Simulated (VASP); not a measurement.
Wanted: the native input for a VASP 6.6.1 run.

```yaml
Task: single point
Functional: PBE
Potentials_or_basis: VASP PAW PBE potentials, release 64 (Rh_pv, Cd, Ge_d, Te)
Cutoff: 520 eV
k_mesh: 7 × 7 × 7
Occupations: gaussian, width 0.0577 eV
Spin: no spin polarisation
Dipole_correction: no
Further_INCAR_settings: ALGO = Normal; EDIFF = 1e-07; NBANDS = 50
```

The structure of CdGeTe4Rh2 lies in POSCAR:

```
CdGeTe4Rh2
1.0
   -3.9846590000      3.9846590000      3.3643220000
    3.9846590000     -3.9846590000      3.3643220000
    3.9846590000      3.9846590000     -3.3643220000
Rh Cd Ge Te
2 1 1 4
Direct
    0.5000000000      0.0000000000      0.5000000000
    0.0000000000      0.5000000000      0.5000000000
    0.5000000000      0.5000000000      0.0000000000
    0.0000000000      0.0000000000      0.0000000000
    0.9497200000      0.9497200000      0.3498800000
    0.0502800000      0.4001600000      0.0000000000
    0.5998400000      0.5998400000      0.6501200000
    0.4001600000      0.0502800000      0.0000000000
```

The input as run:

INCAR

```
SYSTEM = CdGeTe4Rh2
  ALGO = Normal
  EDIFF = 1E-7
  ENCUT = 520
  GGA = PE
  ISIF = 2
  ISMEAR = 0
  LASPH = .TRUE.
  LCHARG = .TRUE.
  LELF = .TRUE.
  LREAL = .FALSE.
  LVHAR = .TRUE.
  LWAVE = .FALSE.
  NBANDS = 50
  NELM = 100
  PREC = Accurate
  SIGMA = 0.0577
```

KPOINTS

```
k-points
0
G
  7 7 7
  0 0 0
```

Potentials or basis: VASP PAW PBE potentials, release 64 (Rh_pv, Cd, Ge_d, Te).

Command:

```console
$ cat potpaw_PBE.64/Rh_pv/POTCAR potpaw_PBE.64/Cd/POTCAR potpaw_PBE.64/Ge_d/POTCAR potpaw_PBE.64/Te/POTCAR > POTCAR
$ mpirun -np 1 vasp_std > vasp.out
```

Results of the run:

```
Pressure               : 0.8 GPa
Largest force          : 2.699 eV/Å
Band gap on the k mesh : zero (bands 40 and 41 overlap by 0.67 eV)
```

Caveat: spin-orbit coupling is left out, which moves the levels of the heavy elements; forces of over 1 eV/Å act on the atoms, so gaps and moduli don't describe the material at rest.

It took 9.4 min on 1 thread of AMD EPYC 7R13 Processor (Zen 3), on a shared host, peak memory 0.59 GiB.
